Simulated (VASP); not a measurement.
A run of VASP 6.6.1 is set up as follows.

INCAR

```
PREC = Accurate
ENCUT = 600
EDIFF = 1E-6
ISMEAR = -1
SIGMA = 0.02
LREAL = F
LASPH = T
NELM = 60
ALGO = Normal
ISIF = 3
LWAVE = F
LCHARG = F
GGA = PS
IBRION = 2
NSW = 80
EDIFFG = -0.005
```

File KPOINTS:

```
Automatic mesh
0
Gamma
  6 6 6
```

The input POSCAR:

```
NaCl
1.0
    3.5064772056      0.0000000000      0.0000000000
    0.0000000000      3.5064772056      0.0000000000
    0.0000000000      0.0000000000      3.5064772056
Na Cl
1 1
Direct
    0.0000000000      0.0000000000      0.0000000000
    0.5000000000      0.5000000000      0.5000000000
```

Potentials or basis: VASP PAW PBE potentials, release 64 (Na_pv, Cl).

Launch:

```sh
$ cat potpaw_PBE.64/Na_pv/POTCAR potpaw_PBE.64/Cl/POTCAR > POTCAR
$ mpirun -np 1 vasp_std > vasp.out
```

Task: Estimate the space group after relaxing (to 0.05 Å).

Result: Pm-3m (No. 221).

Task: Predict the relaxed volume.

Result: 20.50 Å³/atom.

Step by step:
| step | energy change (eV) | largest force (eV/Å) | pressure (GPa) | volume (Å³) |
| --- | --- | --- | --- | --- |
| 1 | 0.0000 | 0.0000 | -1.28 | 43.11 |
| 2 | -0.0066 | 0.0000 | -0.68 | 42.05 |
| 3 | -0.0089 | 0.0000 | -0.12 | 41.17 |
| 4 | -0.0090 | 0.0000 | 0.02 | 41.00 |

Caveat: the PAW data sets were made with another functional, which shifts forces and pressure a little.
